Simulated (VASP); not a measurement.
# Sr2P (Fddd) in VASP: further runs

The runs below take Sr2P through single point, relaxation of cell and atoms, with PBE.

All numbers are computed with VASP 6.6.1; they aren't measurements. Logs are shortened: lines on timing, memory, paths and dates and some standing lists are left out, and cuts for length are marked.

**1. The cell of the first run**

The structure is orthorhombic, space group Fddd (No. 70). Conventional cell: a = 5.803 Å, b = 10.013 Å, c = 10.362 Å, α = 90.00°, β = 90.00°, γ = 90.00°. Sr (site symmetry 2) has 5 P at 3.08 to 3.35 Å and 9 Sr at 3.09 to 3.88 Å within 4.1 Å. P (site symmetry 222) has 10 Sr at 3.08 to 3.35 Å and 4 P at 3.88 Å within 4.1 Å.

**2. Single point, PBE**

INCAR

```
  PREC = Accurate
  ENCUT = 520
  EDIFF = 1E-6
  ISMEAR = 0
  SIGMA = 0.1
  LREAL = F
  LASPH = T
  NELM = 60
  ALGO = Normal
  ISIF = 2
  LWAVE = F
  LCHARG = F
  GGA = PE
  NBANDS = 34
```

KPOINTS

```
Automatic mesh
0
Gamma
  4 4 4
```

POSCAR

```
Sr2P
1.0
    0.0000000000      5.0065013583      5.1809629767
    2.9014122126      0.0000000000      5.1809629767
    2.9014122126      5.0065013583      0.0000000000
Sr P
4 2
Direct
    0.0830000000      0.4170000000      0.0830000000
    0.4170000000      0.0830000000      0.4170000000
    0.1670000000      0.8330000000      0.1670000000
    0.8330000000      0.1670000000      0.8330000000
    0.7500000000      0.7500000000      0.7500000000
    0.5000000000      0.5000000000      0.5000000000
```

Potentials or basis: VASP PAW PBE potentials, release 64 (Sr_sv, P).

The run is started by

```bash
> cat potpaw_PBE.64/Sr_sv/POTCAR potpaw_PBE.64/P/POTCAR > POTCAR
> mpirun -np 1 vasp_std > vasp.out
```

OUTCAR:

```text
PREC = Accurate
   ENCUT = 520
   EDIFF = 1E-6
   ISMEAR = 0
   LREAL = F
   LASPH = T
   NELM = 60
   ISIF = 2
   GGA = PE

 ion  position               nearest neighbor table
   1  0.083  0.417  0.083-   6 3.08   6 3.08   3 3.09   3 3.09   5 3.33   2 3.34   2 3.34   2 3.34
                             5 3.35   5 3.35   4 3.88   4 3.88   4 3.88   4 3.88   3 5.12   3 5.12
   2  0.417  0.083  0.417-   6 3.08   6 3.08   4 3.09   4 3.09   5 3.33   1 3.34   1 3.34   1 3.34
                             5 3.35   5 3.35   3 3.88   3 3.88   3 3.88   3 3.88   4 5.12   4 5.12
   3  0.167  0.833  0.167-   5 3.08   5 3.08   1 3.09   1 3.09   6 3.33   4 3.34   4 3.34   4 3.34
                             6 3.35   6 3.35   2 3.88   2 3.88   2 3.88   2 3.88   1 5.12   1 5.12
   4  0.833  0.167  0.833-   5 3.08   5 3.08   2 3.09   2 3.09   6 3.33   3 3.34   3 3.34   3 3.34
                             6 3.35   6 3.35   1 3.88   1 3.88   1 3.88   1 3.88   2 5.12   2 5.12
   5  0.750  0.750  0.750-   4 3.08   3 3.08   4 3.08   3 3.08   1 3.33   2 3.33   2 3.35   2 3.35
                             1 3.35   1 3.35
   6  0.500  0.500  0.500-   1 3.08   2 3.08   1 3.08   2 3.08   3 3.33   4 3.33   3 3.35   3 3.35
                             4 3.35   4 3.35

  LATTYP: Found a face centered orthorhombic cell.
 ALAT       =     5.8028244252
 B/A-ratio  =     1.7255394930
 C/A-ratio  =     1.7856693903

  Lattice vectors:

 A1 = (   0.0000000000,   5.0065013583,   5.1809629767)
 A2 = (   2.9014122126,   0.0000000000,   5.1809629767)
 A3 = (   2.9014122126,   5.0065013583,   0.0000000000)

Analysis of symmetry for initial positions (statically):
=====================================================================
 Subroutine PRICEL returns:
 Original cell was already a primitive cell.

 Routine SETGRP: Setting up the symmetry group for a
 face centered orthorhombic supercell.

 Subroutine GETGRP returns: Found  8 space group operations
 (whereof  4 operations were pure point group operations)
 out of a pool of  8 trial point group operations.

The static configuration has the point symmetry D_2 .
 The point group associated with its full space group is D_2h.

Analysis of symmetry for dynamics (positions and initial velocities):
=====================================================================
 Subroutine PRICEL returns:
 Original cell was already a primitive cell.

 Routine SETGRP: Setting up the symmetry group for a
 face centered orthorhombic supercell.

 Subroutine GETGRP returns: Found  8 space group operations
 (whereof  4 operations were pure point group operations)
 out of a pool of  8 trial point group operations.

The dynamic configuration has the point symmetry D_2 .
 The point group associated with its full space group is D_2h.

 Subroutine INISYM returns: Found  8 space group operations
 (whereof  4 operations are pure point group operations),
 and found     1 'primitive' translations

----------------------------------------------------------------------------------------

                                     Primitive cell

  volume of cell :     150.5166

  direct lattice vectors                    reciprocal lattice vectors
     0.000000000  5.006501358  5.180962977    -0.172329874  0.099870142  0.096507156
     2.901412213  0.000000000  5.180962977     0.172329874 -0.099870142  0.096507156
     2.901412213  5.006501358  0.000000000     0.172329874  0.099870142 -0.096507156

  length of vectors
     7.204681340  5.938061148  5.786471177     0.221326143  0.221326143  0.221326143

  position of ions in fractional coordinates (direct lattice)
     0.083000000  0.417000000  0.083000000
     0.417000000  0.083000000  0.417000000
     0.167000000  0.833000000  0.167000000
     0.833000000  0.167000000  0.833000000
     0.750000000  0.750000000  0.750000000
     0.500000000  0.500000000  0.500000000

  ion indices of the primitive-cell ions
   primitive index   ion index
                 1           1
                 2           2
                 3           3
                 4           4
                 5           5
                 6           6

----------------------------------------------------------------------------------------

 KPOINTS: Automatic mesh

Automatic generation of k-mesh.
 Grid dimensions read from file:
 generate k-points for:    4    4    4

 Generating k-lattice:

  Cartesian coordinates                     Fractional coordinates (reciprocal lattice)
    -0.043082468  0.024967535  0.024126789     0.250000000  0.000000000  0.000000000
     0.043082468 -0.024967535  0.024126789     0.000000000  0.250000000  0.000000000
     0.043082468  0.024967535 -0.024126789     0.000000000  0.000000000  0.250000000

  Length of vectors
     0.055331536  0.055331536  0.055331536

  Shift w.r.t. Gamma in fractional coordinates (k-lattice)
     0.000000000  0.000000000  0.000000000

 Subroutine IBZKPT returns following result:
 ===========================================

 Found     18 irreducible k-points:

 Following reciprocal coordinates:
            Coordinates               Weight
  0.000000  0.000000  0.000000      1.000000
  0.250000 -0.000000 -0.000000      8.000000
  0.500000 -0.000000 -0.000000      4.000000
  0.250000  0.250000  0.000000      2.000000
  0.500000  0.250000 -0.000000      8.000000
 -0.250000  0.250000  0.000000      4.000000
[... 10 lines left out ...]
 -0.250000  0.250000  0.500000      2.000000
  0.000000  0.500000  0.500000      1.000000
   k-points           NKPTS =     18   k-points in BZ     NKDIM =     18   number of bands    NBANDS=     34
   number of dos      NEDOS =    301   number of ions     NIONS =      6
   total plane-waves  NPLWV = 124416
   dimension x,y,z NGX =    54 NGY =   48 NGZ =   48
   dimension x,y,z NGXF=   108 NGYF=   96 NGZF=   96
   ions per type =               4   2
   NGX,Y,Z   is equivalent  to a cutoff of  12.46, 13.44, 13.79 a.u.
   NGXF,Y,Z  is equivalent  to a cutoff of  24.92, 26.88, 27.58 a.u.
 SYSTEM =  unknown system
   PREC   = accura    normal or accurate (medium, high low for compatibility)
   ISTART =      0    job   : 0-new  1-cont  2-samecut
   ICHARG =      2    charge: 1-file 2-atom 10-const
   ISPIN  =      1    spin polarized calculation?
   LNONCOLLINEAR =      F non collinear calculations
   LSORBIT =      F    spin-orbit coupling
   LASPH  =      T    aspherical Exc in radial PAW
   ENCUT  =  520.0 eV  38.22 Ry    6.18 a.u.  13.40 11.04 10.76*2*pi/ulx,y,z
   NELM   =     60;   NELMIN=  2; NELMDL= -5     # of ELM steps
   EDIFF  = 0.1E-05   stopping-criterion for ELM
   LREAL  =      F    real-space projection
   EDIFFG = 0.1E-04   stopping-criterion for IOM
   NSW    =      0    number of steps for IOM
   IBRION =     -1    ionic relax: 0-MD 1-quasi-New 2-CG
   NFREE  =      0    steps in history (QN), initial steepest desc. (CG)
   ISIF   =      2    stress and relaxation
   ISYM   =      2    0-nonsym 1-usesym 2-fastsym
   POTIM  = 0.5000    time-step for ionic-motion
   TEBEG  =    0.0;   TEEND  =   0.0 temperature during run
   PSTRESS=    0.0 pullay stress
   NELECT =      50.0000    total number of electrons
   NUPDOWN=      -1.0000    fix difference up-down
   EMIN   =  10.00;   EMAX   =-10.00  energy-range for DOS
   EFERMI =   0.00;   METHOD = LEGACY
   ISMEAR =     0;   SIGMA  =   0.10  broadening in eV -4-tet -1-fermi 0-gaus
   EFERMI_NEDOS =   21; number of points for ismear=-14 and -15
   IALGO  =     38    algorithm
   IMIX   =      4    mixing-type and parameters
     AMIX     =   0.40;   BMIX     =  1.00
     AMIX_MAG =   1.60;   BMIX_MAG =  1.00
  volume/ion in A,a.u.               =      25.09       169.29
  Fermi-wavevector in a.u.,A,eV,Ry     =   1.133801  2.142573 17.490346  1.285504
  Thomas-Fermi vector in A             =   2.270504
   LORBIT       =      0    0 simple, 1 ext, 2 COOP (PROOUT), +10 PAW based schemes
   GGA     = PE    functional components
   LHFCALC =     F    Hartree Fock is set to
   AEXX    =    0.0000 exact exchange contribution
   IVDW    =     0    specifies the selected vdW correction
   LEPSILON=     F    determine dielectric tensor
   LRPA    =     F    only Hartree local field effects (RPA)
 non-spin polarized calculation
 Gauss-broadening in eV      SIGMA  =   0.10
  energy-cutoff  :      520.00
  volume of cell :      150.52
 maximum number of plane-waves:      4082
 NGX is ok and might be reduce to    54
   NGX = 27   NGY = 23   NGZ = 21

 number of electron      50.0000000 magnetization

 Free energy of the ion-electron system (eV)
  ---------------------------------------------------
  ext. energy  EPLUGINS =         0.00000000
  ---------------------------------------------------
  free energy    TOTEN  =       -18.45913788 eV

  energy without entropy =      -18.43736522  energy(sigma->0) =      -18.44825155

 E-fermi :   4.7812     XC(G=0):  -9.7676

 val. band max:        4.7565812962   @ k =  -0.2500   0.2500   0.5000
 cond. band min:       4.7932303354   @ k =  -0.2500   0.5000   0.2500
 fundamental gap:      0.0366490392
 Fermi energy:         4.7812057380

 k-point     1 :       0.0000    0.0000    0.0000
  band No.  band energies     occupation
      1     -31.1229      2.00000
      2     -30.9402      2.00000
      3     -30.8609      2.00000
      4     -30.7500      2.00000
      5     -14.2031      2.00000
      6     -13.7778      2.00000
[... 26 lines left out ...]
     33       8.4954      0.00000
     34       8.6204      0.00000

 k-point     2 :       0.2500   -0.0000   -0.0000
  band No.  band energies     occupation
      1     -31.0867      2.00000
      2     -30.9447      2.00000
      3     -30.8665      2.00000
      4     -30.7790      2.00000
      5     -14.0844      2.00000
      6     -13.8368      2.00000
[... 26 lines left out ...]
     33       8.1260      0.00000
     34       8.4644      0.00000
[... 553 lines left out ...]
     33       8.1232      0.00000
     34       8.1232      0.00000

 k-point    18 :       0.0000    0.5000    0.5000
  band No.  band energies     occupation
      1     -30.9433      2.00000
      2     -30.9433      2.00000
      3     -30.8984      2.00000
      4     -30.8984      2.00000
      5     -13.7126      2.00000
      6     -13.7126      2.00000
[... 26 lines left out ...]
     33       8.3888      0.00000
     34       8.3888      0.00000

------------------------ aborting loop because EDIFF is reached ----------------------------------------

  FORCE on cell =-STRESS in cart. coord.  units (eV):
  Direction    XX          YY          ZZ          XY          YZ          ZX
  --------------------------------------------------------------------------------------
  -------------------------------------------------------------------------------------
  Total        0.0390834      3.6131947     15.4192882      0.0000000      0.0000000      0.0000000
  in kB        0.4160238     38.4607451    164.1310137      0.0000000      0.0000000      0.0000000
  external PRESSURE =      67.6692609 kB  Pullay stress =       0.0000000 kB

 VOLUME and BASIS-vectors are now :
 -----------------------------------------------------------------------------
  energy-cutoff  :      520.00
  volume of cell :      150.52
      direct lattice vectors                 reciprocal lattice vectors
     0.000000000  5.006501358  5.180962977    -0.172329874  0.099870142  0.096507156
     2.901412213  0.000000000  5.180962977     0.172329874 -0.099870142  0.096507156
     2.901412213  5.006501358  0.000000000     0.172329874  0.099870142 -0.096507156

 POSITION                                       TOTAL-FORCE (eV/Angst)
 -----------------------------------------------------------------------------------
      1.45071      0.83108      2.59048         0.000000     -0.741225     -0.000000
      1.45071      4.17542      2.59048         0.000000      0.741225     -0.000000
      2.90141      1.67217      5.18096        -0.000000      0.741225      0.000000
      2.90141      8.34083      5.18096        -0.000000     -0.741225      0.000000
      4.35212      7.50975      7.77144         0.000000      0.000000     -0.000000
      2.90141      5.00650      5.18096        -0.000000      0.000000      0.000000
 -----------------------------------------------------------------------------------
    total drift:                                0.000000      0.000000      0.000000

  FREE ENERGIE OF THE ION-ELECTRON SYSTEM (eV)
  ---------------------------------------------------
  free  energy   TOTEN  =       -18.4591378798 eV

  energy  without entropy=      -18.4373652183  energy(sigma->0) =      -18.44825155
```

Run time: 68 s. Hardware: 1 thread of Intel Xeon 6975P-C (Granite Rapids), shared host; peak memory 0.37 GiB.

Results:

```
Free energy            : -18.4591 eV
Pressure               : 6.8 GPa
Largest force          : 0.741 eV/Å
Band gap on the k mesh : zero (bands 25 and 26 overlap by 0.56 eV)
```

Forces in eV/Å, atoms in the order of the input:
```
Sr   0.000 -0.741  0.000
Sr   0.000  0.741  0.000
Sr   0.000  0.741  0.000
Sr   0.000 -0.741  0.000
P    0.000  0.000  0.000
P    0.000  0.000  0.000
```

Stress tensor (GPa, compression positive):
```
 0.04  0.00  0.00
 0.00  3.85  0.00
 0.00  0.00 16.41
```

Levels at points of the mesh, in eV from the Fermi level:
```csv
k point,band 21,band 22,band 23,band 24,band 25,band 26,band 27,band 28,band 29,band 30
"(0.00, 0.00, 0.00)",-2.08,-2.03,-1.59,-1.06,-0.73,0.33,0.81,0.96,1.48,2.38
"(0.50, 0.00, 0.00)",-2.52,-2.00,-1.37,-0.99,-0.21,0.29,0.38,1.28,1.61,2.58
"(0.50, 0.50, 0.00)",-2.33,-2.33,-1.72,-1.72,-0.19,-0.19,0.82,0.82,2.58,2.58
"(0.50, 0.00, 0.50)",-2.20,-2.20,-1.24,-1.24,-0.49,-0.49,1.07,1.07,1.96,1.96
"(0.00, 0.50, 0.50)",-2.37,-2.37,-1.17,-1.17,0.07,0.07,0.72,0.72,2.24,2.24
```

Caveat: the stress differs along the axes, from 0 to 16 GPa.

**3. Relaxation of cell and atoms, PBE**

INCAR

```
ALGO = Normal ; EDIFF = 1E-6
EDIFFG = -0.04 ; ENCUT = 600
GGA = PE ; IBRION = 2
ISIF = 3 ; ISMEAR = 0
LASPH = T ; LCHARG = F
LREAL = F ; LWAVE = F
NELM = 100 ; NSW = 90
PREC = Accurate ; SIGMA = 0.1
```

KPOINTS

```
k-points
0
Gamma
  4 4 4
```

POSCAR is that of step 2.

Potentials or basis: VASP PAW PBE potentials, release 64 (Sr_sv, P).

The run is started by

```bash
> cat potpaw_PBE.64/Sr_sv/POTCAR potpaw_PBE.64/P/POTCAR > POTCAR
> mpirun -np 1 vasp_std > vasp.out
```

It took 33 min on 1 thread of Intel Xeon 6975P-C (Granite Rapids), shared host; peak memory 0.43 GiB.

Results (log left out):

```
Free energy                           : -22.2745 eV
Relaxed volume                        : 40.67 Å³/atom
Relaxed cell                          : a = 7.900 Å, b = 6.061 Å, c = 7.911 Å, α = 67.37°, β = 45.08°, γ = 67.56°
Space group after relaxing (to 0.1 Å) : I4_1/amd (No. 141)
Pressure after relaxing               : 0.0 GPa
Largest force after relaxing          : 0.021 eV/Å
Band gap on the k mesh                : zero (bands 25 and 26 overlap by 0.59 eV)
```

Forces in eV/Å, atoms in the order of the input:
```
Sr   0.000 -0.021  0.000
Sr   0.000  0.021  0.000
Sr   0.000  0.021  0.000
Sr   0.000 -0.021  0.000
P    0.000  0.000  0.000
P    0.000  0.000  0.000
```

Stress tensor (GPa, compression positive):
```
-0.08  0.00  0.00
 0.00  0.02  0.00
 0.00  0.00  0.10
```

Final structure:
```yaml
crystal:
  lattice:
    - [0.00000, 6.64340, 4.27562]
    - [4.29573, 0.00000, 4.27562]
    - [4.29573, 6.64340, 0.00000]
  atoms:
    - { symbol: Sr, position: [0.97672, 0.52328, 0.97672] }
    - { symbol: Sr, position: [0.52328, 0.97672, 0.52328] }
    - { symbol: Sr, position: [0.27328, 0.72672, 0.27328] }
    - { symbol: Sr, position: [0.72672, 0.27328, 0.72672] }
    - { symbol: P, position: [0.75000, 0.75000, 0.75000] }
    - { symbol: P, position: [0.50000, 0.50000, 0.50000] }
```

Levels at points of the mesh, in eV from the Fermi level:
```tsv
k point	band 22	band 23	band 24	band 25	band 26	band 27	band 28	band 29
(0.00, 0.00, 0.00)	-1.36	-1.36	-1.29	-1.29	0.24	0.84	1.28	1.89
(0.50, 0.00, 0.00)	-1.55	-1.52	-1.34	-0.03	0.07	0.79	1.06	1.42
(0.50, 0.50, 0.00)	-2.46	-1.55	-1.55	0.17	0.17	0.96	0.96	2.21
(0.50, 0.00, 0.50)	-1.48	-0.96	-0.96	-0.41	-0.41	0.78	0.78	1.45
(0.00, 0.50, 0.50)	-2.46	-1.55	-1.55	0.17	0.17	0.97	0.97	2.17
```

Caveat: the volume moved by over 15 % at a fixed basis, so the end points are rough.

The gap in the log of VASP goes by the Fermi energy; the results here count the filled bands.